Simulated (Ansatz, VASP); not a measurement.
**Two plane-wave programs on AlRu**

```xyz
2
Lattice="2.9168 0.0000 0.0000 0.0000 2.9168 0.0000 0.0000 0.0000 2.9168" Properties=species:S:1:pos:R:3 pbc="T T T"
Al    0.0000    0.0000    0.0000
Ru    1.4584    1.4584    1.4584
```

Change from the starting cell: strain -0.025 along x and y, -0.025 along z, atoms carried along.

Alike in both runs: task single point; functional PBEsol; k mesh 16 × 16 × 16; occupations gaussian, width 0.15 eV; no spin polarisation.

|  | VASP | Ansatz |
| --- | --- | --- |
| version | VASP 6.6.1 | Ansatz 0.2.0 |
| potentials or method | VASP PAW PBE potentials, release 64 (Al, Ru_pv), cutoff 520 eV | scalar-relativistic, plane waves, PAW |
| valence electrons in the cell | 17 | 19 |

```tsv
	VASP	Ansatz	Ansatz less VASP
gap on the k mesh at the Fermi level (eV)	none	none	-
pressure (GPa)	15.3	15.2	-0.14
```

VASP's potentials were made for PBE, not for PBEsol. A gap of «none» marks a metal or a gap that the smearing closes. VASP's potentials hold 17 valence electrons a cell and Ansatz's 19, so a difference there can come from the potentials and not from the codes.
